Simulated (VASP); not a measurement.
Here is a VASP 6.6.1 calculation.

INCAR

```
  ALGO = Fast
  EDIFF = 1E-7
  ENCUT = 520
  GGA = PE
  ISIF = 2
  ISMEAR = 0
  LASPH = T
  LCHARG = T
  LELF = T
  LREAL = F
  LVHAR = T
  LWAVE = F
  NBANDS = 12
  NELM = 80
  PREC = Accurate
  SIGMA = 0.15
```

KPOINTS

```
k-points
0
Gamma
  22 22 22
```

POSCAR

```
Cu
1.0
   -1.4978000000      1.4978000000      1.3129000000
    1.4978000000     -1.4978000000      1.3129000000
    1.4978000000      1.4978000000     -1.3129000000
Cu
1
Direct
    0.0000000000      0.0000000000      0.0000000000
```

Potentials or basis: VASP PAW PBE potentials, release 64 (Cu).

Launch:

```console
$ cat potpaw_PBE.64/Cu/POTCAR > POTCAR
$ mpirun -np 1 vasp_std > vasp.out
```

Predict the pressure.

4.1 GPa.

Estimate the band gap on the k mesh.

zero (an odd number of electrons rules out a gap without spin polarisation).

Stress tensor (GPa, compression positive):
```
3.33 0.00 0.00
0.00 3.33 0.00
0.00 0.00 5.52
```

Caveat: the cell stands under pressure.
